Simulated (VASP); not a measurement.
# MgS (gw) (R-3m) in VASP: single point with PBEsol

Aim: the single point of MgS (gw) with PBEsol.

Program: VASP 6.6.1. These are calculated values, not measurements. Logs are shortened: lines on timing, memory, paths and dates and some standing lists are left out, and cuts for length are marked.

## 1. The cell of the first run

Symmetry: R-3m, No. 166, trigonal system. The conventional cell has a = 3.672 Å, b = 3.672 Å, c = 8.886 Å, α = 90.00°, β = 90.00°, γ = 120.00°. Mg (site symmetry -3m) has 6 S at 2.59 Å within 3.4 Å. Within 3.4 Å of S (site symmetry -3m) lie 6 Mg at 2.59 Å.

## 2. Single point, PBEsol

The input, INCAR:

```
SYSTEM = MgS
PREC = Accurate ; ENCUT = 600
EDIFF = 1E-6 ; ISMEAR = 0
SIGMA = 0.01 ; LREAL = .False.
LASPH = .True. ; NELM = 120
ALGO = Normal ; ISIF = 2
LWAVE = .False. ; LCHARG = .False.
GGA = PS ; NBANDS = 11
GGA_COMPAT = .False.
```

The input, KPOINTS:

```
regular mesh
0
Gamma
  6 6 6
  0 0 0
```

The input, POSCAR:

```
MgS
1.0
   -0.0210323344      2.5758141067      2.5758141067
    2.5758141067     -0.0210323344      2.5758141067
    2.5758141067      2.5758141067     -0.0210323344
Mg S
1 1
Direct
    0.0000000000      0.0000000000      0.0000000000
    0.5000000000      0.5000000000      0.5000000000
```

Potentials or basis: VASP PAW PBE potentials, release 64 (Mg, S).

Command:

```bash
> cat potpaw_PBE.64/Mg/POTCAR potpaw_PBE.64/S/POTCAR > POTCAR
> mpirun -np 1 vasp_std > vasp.out
```

OUTCAR:

```text
SYSTEM = MgS
   PREC = Accurate
   ENCUT = 600
   EDIFF = 1E-6
   ISMEAR = 0
   LREAL = .False.
   LASPH = .True.
   NELM = 120
   ISIF = 2
   GGA = PS

 ion  position               nearest neighbor table
   1  0.000  0.000  0.000-   2 2.59   2 2.59   2 2.59   2 2.59   2 2.59   2 2.59
   2  0.500  0.500  0.500-   1 2.59   1 2.59   1 2.59   1 2.59   1 2.59   1 2.59

  LATTYP: Found a trigonal (rhomboedric) cell.
 ALAT       =     3.6428119611
 COS(alpha) =     0.4918182893

  Lattice vectors:

 A1 = (  -0.0210323344,   2.5758141067,   2.5758141067)
 A2 = (   2.5758141067,  -0.0210323344,   2.5758141067)
 A3 = (   2.5758141067,   2.5758141067,  -0.0210323344)

Analysis of symmetry for initial positions (statically):
=====================================================================
 Subroutine PRICEL returns:
 Original cell was already a primitive cell.

 Routine SETGRP: Setting up the symmetry group for a
 trigonal (rhombohedral) supercell.

 Subroutine GETGRP returns: Found 12 space group operations
 (whereof 12 operations were pure point group operations)
 out of a pool of 12 trial point group operations.

The static configuration has the point symmetry D_3d.

Analysis of symmetry for dynamics (positions and initial velocities):
=====================================================================
 Subroutine PRICEL returns:
 Original cell was already a primitive cell.

 Routine SETGRP: Setting up the symmetry group for a
 trigonal (rhombohedral) supercell.

 Subroutine GETGRP returns: Found 12 space group operations
 (whereof 12 operations were pure point group operations)
 out of a pool of 12 trial point group operations.

The dynamic configuration has the point symmetry D_3d.

 Subroutine INISYM returns: Found 12 space group operations
 (whereof 12 operations are pure point group operations),
 and found     1 'primitive' translations

----------------------------------------------------------------------------------------

                                     Primitive cell

  volume of cell :      34.5987

  direct lattice vectors                    reciprocal lattice vectors
    -0.021032334  2.575814107  2.575814107    -0.191751925  0.193330529  0.193330529
     2.575814107 -0.021032334  2.575814107     0.193330529 -0.191751925  0.193330529
     2.575814107  2.575814107 -0.021032334     0.193330529  0.193330529 -0.191751925

  length of vectors
     3.642811961  3.642811961  3.642811961     0.333949379  0.333949379  0.333949379

  position of ions in fractional coordinates (direct lattice)
     0.000000000  0.000000000  0.000000000
     0.500000000  0.500000000  0.500000000

  ion indices of the primitive-cell ions
   primitive index   ion index
                 1           1
                 2           2

----------------------------------------------------------------------------------------

 KPOINTS: regular mesh

Automatic generation of k-mesh.
 Grid dimensions read from file:
 generate k-points for:    6    6    6

 Generating k-lattice:

  Cartesian coordinates                     Fractional coordinates (reciprocal lattice)
    -0.031958654  0.032221755  0.032221755     0.166666667  0.000000000  0.000000000
     0.032221755 -0.031958654  0.032221755     0.000000000  0.166666667  0.000000000
     0.032221755  0.032221755 -0.031958654     0.000000000  0.000000000  0.166666667

  Length of vectors
     0.055658230  0.055658230  0.055658230

  Shift w.r.t. Gamma in fractional coordinates (k-lattice)
     0.000000000  0.000000000  0.000000000

 Subroutine IBZKPT returns following result:
 ===========================================

 Found     32 irreducible k-points:

 Following reciprocal coordinates:
            Coordinates               Weight
  0.000000  0.000000  0.000000      1.000000
  0.166667 -0.000000 -0.000000      6.000000
  0.333333 -0.000000 -0.000000      6.000000
  0.500000  0.000000  0.000000      3.000000
  0.166667  0.166667 -0.000000      6.000000
  0.333333  0.166667 -0.000000     12.000000
[... 16 lines left out ...]
  0.500000  0.500000  0.166667      6.000000
 -0.333333  0.500000  0.166667     12.000000
 [... further k-points ...]
   k-points           NKPTS =     32   k-points in BZ     NKDIM =     32   number of bands    NBANDS=     11
   number of dos      NEDOS =    301   number of ions     NIONS =      2
   total plane-waves  NPLWV =  27000
   dimension x,y,z NGX =    30 NGY =   30 NGZ =   30
   dimension x,y,z NGXF=    60 NGYF=   60 NGZF=   60
   ions per type =               1   1
   NGX,Y,Z   is equivalent  to a cutoff of  13.69, 13.69, 13.69 a.u.
   NGXF,Y,Z  is equivalent  to a cutoff of  27.38, 27.38, 27.38 a.u.
 SYSTEM =  MgS
   PREC   = accura    normal or accurate (medium, high low for compatibility)
   ISTART =      0    job   : 0-new  1-cont  2-samecut
   ICHARG =      2    charge: 1-file 2-atom 10-const
   ISPIN  =      1    spin polarized calculation?
   LNONCOLLINEAR =      F non collinear calculations
   LSORBIT =      F    spin-orbit coupling
   LASPH  =      T    aspherical Exc in radial PAW
   ENCUT  =  600.0 eV  44.10 Ry    6.64 a.u.   7.28  7.28  7.28*2*pi/ulx,y,z
   NELM   =    120;   NELMIN=  2; NELMDL= -5     # of ELM steps
   EDIFF  = 0.1E-05   stopping-criterion for ELM
   LREAL  =      F    real-space projection
   EDIFFG = 0.1E-04   stopping-criterion for IOM
   NSW    =      0    number of steps for IOM
   IBRION =     -1    ionic relax: 0-MD 1-quasi-New 2-CG
   NFREE  =      0    steps in history (QN), initial steepest desc. (CG)
   ISIF   =      2    stress and relaxation
   ISYM   =      2    0-nonsym 1-usesym 2-fastsym
   POTIM  = 0.5000    time-step for ionic-motion
   TEBEG  =    0.0;   TEEND  =   0.0 temperature during run
   PSTRESS=    0.0 pullay stress
   NELECT =       8.0000    total number of electrons
   NUPDOWN=      -1.0000    fix difference up-down
   EMIN   =  10.00;   EMAX   =-10.00  energy-range for DOS
   EFERMI =   0.00;   METHOD = LEGACY
   ISMEAR =     0;   SIGMA  =   0.01  broadening in eV -4-tet -1-fermi 0-gaus
   EFERMI_NEDOS =   21; number of points for ismear=-14 and -15
   IALGO  =     38    algorithm
   IMIX   =      4    mixing-type and parameters
     AMIX     =   0.40;   BMIX     =  1.00
     AMIX_MAG =   1.60;   BMIX_MAG =  1.00
  volume/ion in A,a.u.               =      17.30       116.74
  Fermi-wavevector in a.u.,A,eV,Ry     =   1.004812  1.898819 13.737077  1.009647
  Thomas-Fermi vector in A             =   2.137451
   LORBIT       =      0    0 simple, 1 ext, 2 COOP (PROOUT), +10 PAW based schemes
   GGA     = PS    functional components
   LHFCALC =     F    Hartree Fock is set to
   AEXX    =    0.0000 exact exchange contribution
   IVDW    =     0    specifies the selected vdW correction
   LEPSILON=     F    determine dielectric tensor
   LRPA    =     F    only Hartree local field effects (RPA)
 non-spin polarized calculation
 Gauss-broadening in eV      SIGMA  =   0.01
  energy-cutoff  :      600.00
  volume of cell :       34.60
 maximum number of plane-waves:      1175
 NGX is ok and might be reduce to    30
   NGX = 15   NGY = 15   NGZ = 15

 number of electron       8.0000000 magnetization

 Free energy of the ion-electron system (eV)
  ---------------------------------------------------
  ext. energy  EPLUGINS =         0.00000000
  ---------------------------------------------------
  free energy    TOTEN  =        -9.07122718 eV

  energy without entropy =       -9.07122718  energy(sigma->0) =       -9.07122718

 E-fermi :   3.9930     XC(G=0):  -9.9098

 val. band max:        3.9133271217   @ k =   0.0000   0.0000   0.0000
 cond. band min:       6.5739005135   @ k =   0.5000   0.5000   0.0000
 fundamental gap:      2.6605733919
 Fermi energy:         3.9930293707

 k-point     1 :       0.0000    0.0000    0.0000
  band No.  band energies     occupation
      1      -8.9479      2.00000
      2       3.8015      2.00000
      3       3.8015      2.00000
      4       3.9133      2.00000
      5       7.5670      0.00000
      6      11.6090      0.00000
      7      11.6090      0.00000
      8      11.8240      0.00000
      9      14.1685      0.00000
     10      14.1685      0.00000
     11      16.1685      0.00000

 k-point     2 :       0.1667   -0.0000   -0.0000
  band No.  band energies     occupation
      1      -8.6754      2.00000
      2       2.1352      2.00000
      3       3.6304      2.00000
      4       3.7197      2.00000
      5       8.6564      0.00000
      6      11.3818      0.00000
      7      11.9180      0.00000
      8      12.0625      0.00000
      9      13.4088      0.00000
     10      13.5188      0.00000
     11      16.2925      0.00000

 k-point     3 :       0.3333   -0.0000   -0.0000
  band No.  band energies     occupation
      1      -8.0134      2.00000
      2      -0.1418      2.00000
      3       3.3358      2.00000
      4       3.4069      2.00000
      5       8.5402      0.00000
      6      11.0949      0.00000
      7      11.1980      0.00000
      8      13.2490      0.00000
      9      15.2191      0.00000
     10      15.3404      0.00000
     11      15.4646      0.00000

 k-point     4 :       0.5000    0.0000    0.0000
  band No.  band energies     occupation
      1      -7.5862      2.00000
      2      -1.1662      2.00000
      3       3.2066      2.00000
      4       3.2696      2.00000
      5       8.2902      0.00000
      6      10.6614      0.00000
      7      10.7722      0.00000
      8      14.1031      0.00000
      9      15.8951      0.00000
     10      18.1669      0.00000
     11      18.3814      0.00000
[... 239 lines left out ...]
 k-point    22 :      -0.1667    0.3333    0.1667
  band No.  band energies     occupation
      1      -7.5580      2.00000
      2       0.0280      2.00000
      3       1.5376      2.00000
      4       2.5672      2.00000
      5       9.1432      0.00000
      6      10.3543      0.00000
      7      11.1726      0.00000
      8      13.7155      0.00000
      9      15.4100      0.00000
     10      18.5664      0.00000
     11      19.1772      0.00000

 k-point    23 :       0.5000    0.5000    0.1667
  band No.  band energies     occupation
      1      -7.2892      2.00000
      2      -0.2169      2.00000
      3       1.4580      2.00000
      4       2.2691      2.00000
      5       7.4278      0.00000
      6       9.3803      0.00000
      7      13.7764      0.00000
      8      14.0563      0.00000
      9      16.8359      0.00000
     10      18.7137      0.00000
     11      19.9690      0.00000

 k-point    24 :      -0.3333    0.5000    0.1667
  band No.  band energies     occupation
      1      -7.1460      2.00000
      2      -0.0631      2.00000
      3       1.1445      2.00000
      4       1.5454      2.00000
      5       8.2450      0.00000
      6       9.9245      0.00000
      7      12.9908      0.00000
      8      13.6208      0.00000
      9      17.6995      0.00000
     10      18.9328      0.00000
     11      19.3636      0.00000

 [... further k-points ...]
[... 5 lines left out ...]
  --------------------------------------------------------------------------------------
  -------------------------------------------------------------------------------------
  Total        0.0586226      0.0586226      0.0586226      0.0947364      0.0947364      0.0947364
  in kB        2.7146604      2.7146604      2.7146604      4.3869961      4.3869961      4.3869961
  external PRESSURE =       2.7146604 kB  Pullay stress =       0.0000000 kB

 VOLUME and BASIS-vectors are now :
 -----------------------------------------------------------------------------
  energy-cutoff  :      600.00
  volume of cell :       34.60
      direct lattice vectors                 reciprocal lattice vectors
    -0.021032334  2.575814107  2.575814107    -0.191751925  0.193330529  0.193330529
     2.575814107 -0.021032334  2.575814107     0.193330529 -0.191751925  0.193330529
     2.575814107  2.575814107 -0.021032334     0.193330529  0.193330529 -0.191751925

 POSITION                                       TOTAL-FORCE (eV/Angst)
 -----------------------------------------------------------------------------------
      0.00000      0.00000      0.00000        -0.000000      0.000000     -0.000000
      2.56530      2.56530      2.56530         0.000000     -0.000000      0.000000
 -----------------------------------------------------------------------------------
    total drift:                               -0.000000     -0.000000      0.000000

  FREE ENERGIE OF THE ION-ELECTRON SYSTEM (eV)
  ---------------------------------------------------
  free  energy   TOTEN  =        -9.0712271838 eV

  energy  without entropy=       -9.0712271838  energy(sigma->0) =       -9.07122718
```

Wall time 6.2 s (1 thread of Intel Xeon 6975P-C (Granite Rapids), shared host); peak memory 0.17 GiB.

What came out:

| Quantity | Value |
| --- | --- |
| Free energy | -9.0712 eV |
| Pressure | 0.3 GPa |
| Band gap on the k mesh | 2.66 eV, indirect (least direct gap 3.65 eV) |

Levels at points of the mesh, in eV from the valence-band top:
| k point | band 1 | band 2 | band 3 | band 4 | band 5 | band 6 | band 7 | band 8 | band 9 |
| --- | --- | --- | --- | --- | --- | --- | --- | --- | --- |
| (0.00, 0.00, 0.00) | -12.86 | -0.11 | -0.11 | 0.00 | 3.65 | 7.70 | 7.70 | 7.91 | 10.26 |
| (0.50, 0.00, 0.00) | -11.50 | -5.08 | -0.71 | -0.64 | 4.38 | 6.75 | 6.86 | 10.19 | 11.98 |
| (0.50, 0.50, 0.00) | -11.10 | -4.43 | -1.88 | -1.77 | 2.66 | 4.11 | 11.96 | 12.79 | 13.35 |
| (0.50, 0.50, 0.50) | -11.45 | -5.03 | -0.75 | -0.75 | 4.26 | 6.67 | 6.67 | 10.15 | 12.04 |

Caveat: the PAW data sets were made with another functional, which shifts forces and pressure a little. A k mesh can miss the band edges.
